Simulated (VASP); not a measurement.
Wanted: the native input for a VASP 6.6.1 run.

- Task: single point
- Functional: LDA
- Potentials or basis: VASP PAW LDA potentials, release 64 (C)
- Cutoff: 520 eV
- k mesh: 14 × 14 × 8
- Occupations: fermi-dirac, width 0.1 eV
- Spin: no spin polarisation
- Dipole correction: no
- Further INCAR settings: ALGO = Normal; EDIFF = 1e-06; NBANDS = 11

The structure of C lies in POSCAR:

```
C
1.0
    2.0912570667     -1.2074600710      0.0000000000
    2.0912570667      1.2074600710      0.0000000000
   -1.3556910521      0.0000000000      3.4434486070
C
2
Direct
    0.8333555300      0.8333555300      0.0000930400
    0.1666444700      0.1666444700      0.9999069600
```

One way to write it, as run:

INCAR

```
SYSTEM = C
PREC = Accurate
ENCUT = 520
EDIFF = 1E-6
ISMEAR = -1
SIGMA = 0.1
LREAL = .False.
LASPH = .True.
NELM = 100
ALGO = Normal
ISIF = 2
LWAVE = .False.
LCHARG = .False.
NBANDS = 11
```

KPOINTS

```
Automatic mesh
0
Gamma
  14 14 8
  0 0 0
```

Potentials or basis: VASP PAW LDA potentials, release 64 (C).

Run with:

```console
$ cat potpaw_LDA.64/C/POTCAR > POTCAR
$ mpirun -np 1 vasp_std > vasp.out
```

Results of the run:

```
Pressure               : 11.5 GPa
Largest force          : 0.005 eV/Å
Band gap on the k mesh : 0.78 eV, indirect (least direct gap 0.81 eV)
```

It took 25 s on 1 thread of Intel(R) Xeon(R) 6975P-C (Granite Rapids), on a shared host, peak memory 0.16 GiB.
